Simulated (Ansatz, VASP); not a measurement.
**Tl in VASP and in Ansatz**

INCAR

```
SYSTEM = Tl
PREC = Accurate
ENCUT = 520
EDIFF = 1E-8
ISMEAR = -1
SIGMA = 0.03
LREAL = .FALSE.
LASPH = .TRUE.
NELM = 100
ALGO = Normal
ISIF = 2
LWAVE = .FALSE.
LCHARG = .FALSE.
GGA = PE
LEFG = .TRUE.
NBANDS = 12
```

The input KPOINTS:

```
regular mesh
0
G
  13 13 13
  0 0 0
```

File POSCAR:

```
Tl
1.0
   -1.9817349039      1.9817349039      1.9817349039
    1.9817349039     -1.9817349039      1.9817349039
    1.9817349039      1.9817349039     -1.9817349039
Tl
1
Direct
    0.0000000000      0.0000000000      0.0000000000
```

Input for Ansatz:

```yaml
crystal:
  lattice:
    - [-1.9817349039, 1.9817349039, 1.9817349039]
    - [1.9817349039, -1.9817349039, 1.9817349039]
    - [1.9817349039, 1.9817349039, -1.9817349039]
  atoms:
    - { symbol: Tl, position: [0.0, 0.0, 0.0] }
kpoints:
  mp_grid: { grid: [13, 13, 13] }
scf:
  occupations: { method: fermi_dirac, width: 0.03 }
hamiltonian:
  xc: pbe
  pseudopotentials: { kind: paw }
output:
  forces: true
  stress: true
  eigenvalues: true
  efg: { contact_densities: true }
```

Change from the starting cell: volume scaled by 1.04, PAW files.

Alike in both runs: task electric field gradients; functional PBE; k mesh 13 × 13 × 13; occupations fermi-dirac, width 0.03 eV; no spin polarisation.

|  | VASP | Ansatz |
| --- | --- | --- |
| version | VASP 6.6.1 | Ansatz 0.2.0 |
| potentials or method | VASP PAW PBE potentials, release 64 (Tl_d) | PAW with Ansatz's default frozen-core files, scalar-relativistic |
| plane-wave cutoff (eV) | 520 | 420 |
| valence electrons in the cell | 13 | 13 |

|  | VASP | Ansatz | Ansatz less VASP |
| --- | --- | --- | --- |
| pressure (GPa) | 0.2 | 0.3 | +0.06 |

The functional is the same, so the differences come from potentials, cutoffs and numerics.

Neither program's run includes spin-orbit coupling.
